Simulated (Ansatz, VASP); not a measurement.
CdS in VASP and in Ansatz

The input INCAR:

```
PREC     = Accurate       # precision mode
ENCUT    = 520            # plane-wave cutoff, eV
EDIFF    = 1E-7           # SCF threshold, eV
ISMEAR   = 0              # smearing method
SIGMA    = 0.01           # smearing width, eV
LREAL    = False          # projectors in reciprocal space
LASPH    = True           # aspherical terms in the spheres
NELM     = 60             # most SCF steps
ALGO     = Normal         # electronic algorithm
ISIF     = 2              # what is computed and relaxed
LWAVE    = False          # write WAVECAR
LCHARG   = False          # write CHGCAR
GGA      = PE             # functional
NBANDS   = 16             # bands
```

File KPOINTS:

```
Automatic mesh
0
Gamma
  8 8 8
```

The input POSCAR:

```
CdS
1.0
    0.0000000000      2.9392138922      2.9392138922
    2.9392138922      0.0000000000      2.9392138922
    2.9392138922      2.9392138922      0.0000000000
Cd S
1 1
Direct
    0.0000000000      0.0000000000      0.0000000000
    0.2500000000      0.2500000000      0.2500000000
```

Input for Ansatz:

```yaml
crystal:
  lattice:
    - [0.0, 2.9392138922, 2.9392138922]
    - [2.9392138922, 0.0, 2.9392138922]
    - [2.9392138922, 2.9392138922, 0.0]
  atoms:
    - { symbol: Cd, position: [0.0, 0.0, 0.0] }
    - { symbol: S, position: [0.25, 0.25, 0.25] }
kpoints:
  mp_grid: { grid: [8, 8, 8] }
  band_path:
    path:
      - [0.0, 0.0, 0.0]
      - [-0.5, -0.5, 0.0]
      - [-0.375, -0.375, 0.25]
      - [-0.375, 0.0, 0.375]
      - [0.0, 0.0, 0.5]
      - [-0.5, -0.25, 0.25]
    npoints: 1
hamiltonian:
  xc: pbe
scf:
  occupations: { method: fixed }
  n_extra_bands: 4
output:
  forces: true
  stress: true
  eigenvalues: true
```

Alike in both runs: task single point; functional PBE; k mesh 8 × 8 × 8; no spin polarisation.

|  | VASP | Ansatz |
| --- | --- | --- |
| version | VASP 6.6.1 | Ansatz 0.2.0 |
| potentials or method | VASP PAW PBE potentials, release 64 (Cd, S) | plane waves, PAW |
| plane-wave cutoff (eV) | 520 | 420 |
| occupations | gaussian, width 0.01 eV | fixed |
| valence electrons in the cell | 18 | 26 |

|  | VASP | Ansatz | Ansatz less VASP |
| --- | --- | --- | --- |
| gap on the k mesh at the Fermi level (eV) | 1.10 | 1.10 | -0.003 |
| pressure (GPa) | 1.7 | 1.4 | -0.32 |

VASP's potentials hold 18 valence electrons a cell and Ansatz's 26, so a difference there can come from the potentials and not from the codes.
